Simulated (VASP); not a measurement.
# Ga4SbAs3 (P-43m) in VASP: relaxation of cell and atoms with PBEsol

Aim: the relaxation of cell and atoms of Ga4SbAs3 with PBEsol.

Program: VASP 6.6.1. These are calculated values, not measurements. Logs are shortened: lines on timing, memory, paths and dates and some standing lists are left out, and cuts for length are marked.

## 1. The cell of the first run

The structure is cubic, space group P-43m (No. 215). The conventional cell has a = 5.781 Å, b = 5.781 Å, c = 5.781 Å, α = 90.00°, β = 90.00°, γ = 90.00°. Within 3.3 Å of Ga (site symmetry 3m) lie 3 As at 2.47 Å and 1 Sb at 2.59 Å. Within 3.4 Å of Sb (site symmetry -43m) lie 4 Ga at 2.59 Å. As (site symmetry -42m) has 4 Ga at 2.47 Å within 3.3 Å.

## 2. Relaxation of cell and atoms, PBEsol

The input, INCAR:

```
PREC = Accurate
ENCUT = 600
EDIFF = 1E-6
ISMEAR = 0
SIGMA = 0.1
LREAL = False
LASPH = True
NELM = 60
ALGO = Normal
ISIF = 3
LWAVE = False
LCHARG = False
GGA = PS
IBRION = 2
NSW = 100
EDIFFG = -0.005
```

The input, KPOINTS:

```
Automatic mesh
0
Gamma
  6 6 6
```

The input, POSCAR:

```
Ga4SbAs3
1.0
    5.7807183845      0.0000000000      0.0000000000
    0.0000000000     -5.7807183845      0.0000000000
    0.0000000000      0.0000000000     -5.7807183845
Ga Sb As
4 1 3
Direct
   -0.0088795825      0.5088795825      0.5088795825
    0.5088795825     -0.0088795825      0.5088795825
    0.5088795825      0.5088795825     -0.0088795825
   -0.0088795825     -0.0088795825     -0.0088795825
    0.2500000000      0.2500000000      0.2500000000
    0.7500000000      0.7500000000      0.2500000000
    0.7500000000      0.2500000000      0.7500000000
    0.2500000000      0.7500000000      0.7500000000
```

Potentials or basis: VASP PAW PBE potentials, release 64 (Ga_d, Sb, As).

Run with:

```console
$ cat potpaw_PBE.64/Ga_d/POTCAR potpaw_PBE.64/Sb/POTCAR potpaw_PBE.64/As/POTCAR > POTCAR
$ mpirun -np 1 vasp_std > vasp.out
```

OUTCAR:

```text
PREC = Accurate
   ENCUT = 600
   EDIFF = 1E-6
   ISMEAR = 0
   LREAL = False
   LASPH = True
   NELM = 60
   ISIF = 3
   GGA = PS
   IBRION = 2
   NSW = 100
   EDIFFG = -0.005

 ion  position               nearest neighbor table
   1  0.991  0.509  0.509-   6 2.47   7 2.47   8 2.47   5 2.59
   2  0.509  0.991  0.509-   6 2.47   7 2.47   8 2.47   5 2.59
   3  0.509  0.509  0.991-   6 2.47   7 2.47   8 2.47   5 2.59
   4  0.991  0.991  0.991-   6 2.47   7 2.47   8 2.47   5 2.59
   5  0.250  0.250  0.250-   1 2.59   2 2.59   3 2.59   4 2.59
   6  0.750  0.750  0.250-   1 2.47   2 2.47   3 2.47   4 2.47
   7  0.750  0.250  0.750-   1 2.47   2 2.47   3 2.47   4 2.47
   8  0.250  0.750  0.750-   1 2.47   2 2.47   3 2.47   4 2.47

  LATTYP: Found a simple cubic cell.
 ALAT       =     5.7807183845

  Lattice vectors:

 A1 = (   5.7807183845,   0.0000000000,   0.0000000000)
 A2 = (   0.0000000000,  -5.7807183845,   0.0000000000)
 A3 = (   0.0000000000,   0.0000000000,  -5.7807183845)

Analysis of symmetry for initial positions (statically):
=====================================================================
 Subroutine PRICEL returns:
 Original cell was already a primitive cell.

 Routine SETGRP: Setting up the symmetry group for a
 simple cubic supercell.

 Subroutine GETGRP returns: Found 24 space group operations
 (whereof  6 operations were pure point group operations)
 out of a pool of 48 trial point group operations.

The static configuration has the point symmetry C_3v.
 The point group associated with its full space group is T_d .

Analysis of symmetry for dynamics (positions and initial velocities):
=====================================================================
 Subroutine PRICEL returns:
 Original cell was already a primitive cell.

 Routine SETGRP: Setting up the symmetry group for a
 simple cubic supercell.

 Subroutine GETGRP returns: Found 24 space group operations
 (whereof  6 operations were pure point group operations)
 out of a pool of 48 trial point group operations.

The dynamic configuration has the point symmetry C_3v.
 The point group associated with its full space group is T_d .

 Subroutine INISYM returns: Found 24 space group operations
 (whereof  6 operations are pure point group operations),
 and found     1 'primitive' translations

----------------------------------------------------------------------------------------

                                     Primitive cell

  volume of cell :     193.1726

  direct lattice vectors                    reciprocal lattice vectors
     5.780718385  0.000000000  0.000000000     0.172988880  0.000000000  0.000000000
     0.000000000 -5.780718385  0.000000000     0.000000000 -0.172988880  0.000000000
     0.000000000  0.000000000 -5.780718385     0.000000000  0.000000000 -0.172988880

  length of vectors
     5.780718385  5.780718385  5.780718385     0.172988880  0.172988880  0.172988880

  position of ions in fractional coordinates (direct lattice)
     0.991120417  0.508879583  0.508879583
     0.508879583  0.991120417  0.508879583
     0.508879583  0.508879583  0.991120417
     0.991120417  0.991120417  0.991120417
     0.250000000  0.250000000  0.250000000
     0.750000000  0.750000000  0.250000000
     0.750000000  0.250000000  0.750000000
     0.250000000  0.750000000  0.750000000

  ion indices of the primitive-cell ions
   primitive index   ion index
                 1           1
                 2           2
                 3           3
                 4           4
                 5           5
                 6           6
                 7           7
                 8           8

----------------------------------------------------------------------------------------

 KPOINTS: Automatic mesh

Automatic generation of k-mesh.
 Grid dimensions read from file:
 generate k-points for:    6    6    6

 Generating k-lattice:

  Cartesian coordinates                     Fractional coordinates (reciprocal lattice)
     0.028831480  0.000000000  0.000000000     0.166666667  0.000000000  0.000000000
     0.000000000 -0.028831480  0.000000000     0.000000000  0.166666667  0.000000000
     0.000000000  0.000000000 -0.028831480     0.000000000  0.000000000  0.166666667

  Length of vectors
     0.028831480  0.028831480  0.028831480

  Shift w.r.t. Gamma in fractional coordinates (k-lattice)
     0.000000000  0.000000000  0.000000000

 Subroutine IBZKPT returns following result:
 ===========================================

 Found     20 irreducible k-points:

 Following reciprocal coordinates:
            Coordinates               Weight
  0.000000  0.000000  0.000000      1.000000
  0.166667  0.000000  0.000000      6.000000
  0.333333  0.000000  0.000000      6.000000
  0.500000  0.000000  0.000000      3.000000
  0.166667  0.166667  0.000000     12.000000
  0.333333  0.166667  0.000000     24.000000
[... 12 lines left out ...]
  0.500000  0.500000  0.333333      6.000000
  0.500000  0.500000  0.500000      1.000000
   k-points           NKPTS =     20   k-points in BZ     NKDIM =     20   number of bands    NBANDS=     43
   number of dos      NEDOS =    301   number of ions     NIONS =      8
   total plane-waves  NPLWV = 110592
   dimension x,y,z NGX =    48 NGY =   48 NGZ =   48
   dimension x,y,z NGXF=    96 NGYF=   96 NGZF=   96
   ions per type =               4   1   3
   NGX,Y,Z   is equivalent  to a cutoff of  13.80, 13.80, 13.80 a.u.
   NGXF,Y,Z  is equivalent  to a cutoff of  27.61, 27.61, 27.61 a.u.
 SYSTEM =  unknown system
   PREC   = accura    normal or accurate (medium, high low for compatibility)
   ISTART =      0    job   : 0-new  1-cont  2-samecut
   ICHARG =      2    charge: 1-file 2-atom 10-const
   ISPIN  =      1    spin polarized calculation?
   LNONCOLLINEAR =      F non collinear calculations
   LSORBIT =      F    spin-orbit coupling
   LASPH  =      T    aspherical Exc in radial PAW
   ENCUT  =  600.0 eV  44.10 Ry    6.64 a.u.  11.55 11.55 11.55*2*pi/ulx,y,z
   NELM   =     60;   NELMIN=  2; NELMDL= -5     # of ELM steps
   EDIFF  = 0.1E-05   stopping-criterion for ELM
   LREAL  =      F    real-space projection
   EDIFFG = -.5E-02   stopping-criterion for IOM
   NSW    =    100    number of steps for IOM
   IBRION =      2    ionic relax: 0-MD 1-quasi-New 2-CG
   NFREE  =      1    steps in history (QN), initial steepest desc. (CG)
   ISIF   =      3    stress and relaxation
   ISYM   =      2    0-nonsym 1-usesym 2-fastsym
   POTIM  = 0.5000    time-step for ionic-motion
   TEBEG  =    0.0;   TEEND  =   0.0 temperature during run
   PSTRESS=    0.0 pullay stress
   NELECT =      72.0000    total number of electrons
   NUPDOWN=      -1.0000    fix difference up-down
   EMIN   =  10.00;   EMAX   =-10.00  energy-range for DOS
   EFERMI =   0.00;   METHOD = LEGACY
   ISMEAR =     0;   SIGMA  =   0.10  broadening in eV -4-tet -1-fermi 0-gaus
   EFERMI_NEDOS =   21; number of points for ismear=-14 and -15
   IALGO  =     38    algorithm
   IMIX   =      4    mixing-type and parameters
     AMIX     =   0.40;   BMIX     =  1.00
     AMIX_MAG =   1.60;   BMIX_MAG =  1.00
  volume/ion in A,a.u.               =      24.15       162.95
  Fermi-wavevector in a.u.,A,eV,Ry     =   1.178159  2.226397 18.885679  1.388058
  Thomas-Fermi vector in A             =   2.314493
   LORBIT       =      0    0 simple, 1 ext, 2 COOP (PROOUT), +10 PAW based schemes
   GGA     = PS    functional components
   LHFCALC =     F    Hartree Fock is set to
   AEXX    =    0.0000 exact exchange contribution
   IVDW    =     0    specifies the selected vdW correction
   LEPSILON=     F    determine dielectric tensor
   LRPA    =     F    only Hartree local field effects (RPA)
 conjugate gradient relaxation of ions
 non-spin polarized calculation
 Gauss-broadening in eV      SIGMA  =   0.10
  energy-cutoff  :      600.00
  volume of cell :      193.17
 maximum number of plane-waves:      6488
 NGX is ok and might be reduce to    48
   NGX = 23   NGY = 23   NGZ = 23

--------------------------------------- Ionic step        1  -------------------------------------------

 number of electron      72.0000033 magnetization

 Free energy of the ion-electron system (eV)
  ---------------------------------------------------
  ext. energy  EPLUGINS =         0.00000000
  ---------------------------------------------------
  free energy    TOTEN  =       -35.22926245 eV

  energy without entropy =      -35.22831100  energy(sigma->0) =      -35.22878672

------------------------ aborting loop because EDIFF is reached ----------------------------------------

  FORCE on cell =-STRESS in cart. coord.  units (eV):
  Direction    XX          YY          ZZ          XY          YZ          ZX
  --------------------------------------------------------------------------------------
  -------------------------------------------------------------------------------------
  Total       -0.1173225     -0.1173225     -0.1173225      0.0000000     -0.0000000     -0.0000000
  in kB       -0.9730750     -0.9730750     -0.9730750      0.0000000     -0.0000000     -0.0000000
  external PRESSURE =      -0.9730750 kB  Pullay stress =       0.0000000 kB

 VOLUME and BASIS-vectors are now :
 -----------------------------------------------------------------------------
  energy-cutoff  :      600.00
  volume of cell :      193.17
      direct lattice vectors                 reciprocal lattice vectors
     5.780718385  0.000000000  0.000000000     0.172988880  0.000000000  0.000000000
     0.000000000 -5.780718385  0.000000000     0.000000000 -0.172988880  0.000000000
     0.000000000  0.000000000 -5.780718385     0.000000000  0.000000000 -0.172988880
[... 127 lines left out ...]
 POSITION                                       TOTAL-FORCE (eV/Angst)
 -----------------------------------------------------------------------------------
      5.73148     -2.93810     -2.93810        -0.004797     -0.004797     -0.004797
      2.93810     -5.73148     -2.93810         0.004797      0.004797     -0.004797
      2.93810     -2.93810     -5.73148         0.004797     -0.004797      0.004797
      5.73148     -5.73148     -5.73148        -0.004797      0.004797      0.004797
      1.44493     -1.44493     -1.44493         0.000000     -0.000000      0.000000
      4.33479     -4.33479     -1.44493         0.000000     -0.000000      0.000000
      4.33479     -1.44493     -4.33479         0.000000     -0.000000     -0.000000
      1.44493     -4.33479     -4.33479         0.000000     -0.000000      0.000000
 -----------------------------------------------------------------------------------
    total drift:                                0.000000     -0.000000     -0.000000

  FREE ENERGIE OF THE ION-ELECTRON SYSTEM (eV)
  ---------------------------------------------------
  free  energy   TOTEN  =       -35.2298845867 eV

  energy  without entropy=      -35.2289300954  energy(sigma->0) =      -35.22940734

--------------------------------------- Ionic step        5  -------------------------------------------

 number of electron      72.0000017 magnetization

 Free energy of the ion-electron system (eV)
  ---------------------------------------------------
  ext. energy  EPLUGINS =         0.00000000
  ---------------------------------------------------
  free energy    TOTEN  =       -35.22988644 eV

  energy without entropy =      -35.22893206  energy(sigma->0) =      -35.22940925

 E-fermi :   4.1475     XC(G=0):  -9.6248

 val. band max:        4.0986252421   @ k =   0.0000   0.0000   0.0000
 cond. band min:       4.5682384787   @ k =   0.5000   0.5000   0.5000
 fundamental gap:      0.4696132366
 Fermi energy:         4.1474857475

 k-point     1 :       0.0000    0.0000    0.0000
  band No.  band energies     occupation
      1     -10.8789      2.00000
      2     -10.8789      2.00000
      3     -10.8611      2.00000
      4     -10.7816      2.00000
      5     -10.7816      2.00000
      6     -10.7816      2.00000
[... 931 lines left out ...]
 POSITION                                       TOTAL-FORCE (eV/Angst)
 -----------------------------------------------------------------------------------
      5.73099     -2.93807     -2.93807        -0.001759     -0.001759     -0.001759
      2.93807     -5.73099     -2.93807         0.001759      0.001759     -0.001759
      2.93807     -2.93807     -5.73099         0.001759     -0.001759      0.001759
      5.73099     -5.73099     -5.73099        -0.001759      0.001759      0.001759
      1.44484     -1.44484     -1.44484        -0.000000      0.000000     -0.000000
      4.33453     -4.33453     -1.44484         0.000000      0.000000     -0.000000
      4.33453     -1.44484     -4.33453        -0.000000      0.000000     -0.000000
      1.44484     -4.33453     -4.33453         0.000000      0.000000     -0.000000
 -----------------------------------------------------------------------------------
    total drift:                                0.000000     -0.000000     -0.000000

  FREE ENERGIE OF THE ION-ELECTRON SYSTEM (eV)
  ---------------------------------------------------
  free  energy   TOTEN  =       -35.2298864441 eV

  energy  without entropy=      -35.2289320634  energy(sigma->0) =      -35.22940925

 reached required accuracy - stopping structural energy minimisation
```

It took 4.6 min on 1 thread of AMD EPYC 9R45 (Zen 5), shared host; peak memory 0.43 GiB.

Results:

* Free energy: -35.2299 eV
* Relaxed volume: 24.13 Å³/atom
* Relaxed cell: a = 5.779 Å, b = 5.779 Å, c = 5.779 Å, α = 90.00°, β = 90.00°, γ = 90.00°
* Space group after relaxing (to 0.1 Å): P-43m (No. 215)
* Energy gained by relaxing: 0.1 meV/atom
* Ionic steps: 5
* Pressure after relaxing: 0.0 GPa
* Largest force after relaxing: 0.003 eV/Å
* Band gap on the k mesh: zero (filled and empty bands touch)

Forces on the atoms (eV/Å):
```
Ga  -0.002 -0.002 -0.002
Ga   0.002  0.002 -0.002
Ga   0.002 -0.002  0.002
Ga  -0.002  0.002  0.002
Sb   0.000  0.000  0.000
As   0.000  0.000  0.000
As   0.000  0.000  0.000
As   0.000  0.000  0.000
```

The path:
```tsv
step	energy change (eV)	largest force (eV/Å)	pressure (GPa)	volume (Å³)
1	0.0000	0.0652	-0.10	193.17
2	-0.0004	0.0208	0.11	192.76
3	-0.0004	0.0237	0.11	192.77
4	-0.0006	0.0083	0.01	193.07
5	-0.0006	0.0030	0.02	193.04
```

Final structure:
```cif
data_structure
_symmetry_space_group_name_H-M 'P 1'
_symmetry_Int_Tables_number 1
_cell_length_a 5.7794
_cell_length_b 5.7794
_cell_length_c 5.7794
_cell_angle_alpha 90.000
_cell_angle_beta 90.000
_cell_angle_gamma 90.000
_cell_volume 193.04
loop_
_atom_site_label
_atom_site_type_symbol
_atom_site_fract_x
_atom_site_fract_y
_atom_site_fract_z
_atom_site_occupancy
Ga1 Ga 0.99163 0.50837 0.50837 1
Ga2 Ga 0.50837 0.99163 0.50837 1
Ga3 Ga 0.50837 0.50837 0.99163 1
Ga4 Ga 0.99163 0.99163 0.99163 1
Sb1 Sb 0.25000 0.25000 0.25000 1
As1 As 0.75000 0.75000 0.25000 1
As2 As 0.75000 0.25000 0.75000 1
As3 As 0.25000 0.75000 0.75000 1
```

Caveat: semilocal functionals underestimate gaps, and a narrow one can read as zero; the PAW data sets were made with another functional, which shifts forces and pressure a little; spin-orbit coupling is left out, which moves the levels of the heavy elements.

The gap in the log of VASP goes by the Fermi energy; the results here count the filled bands.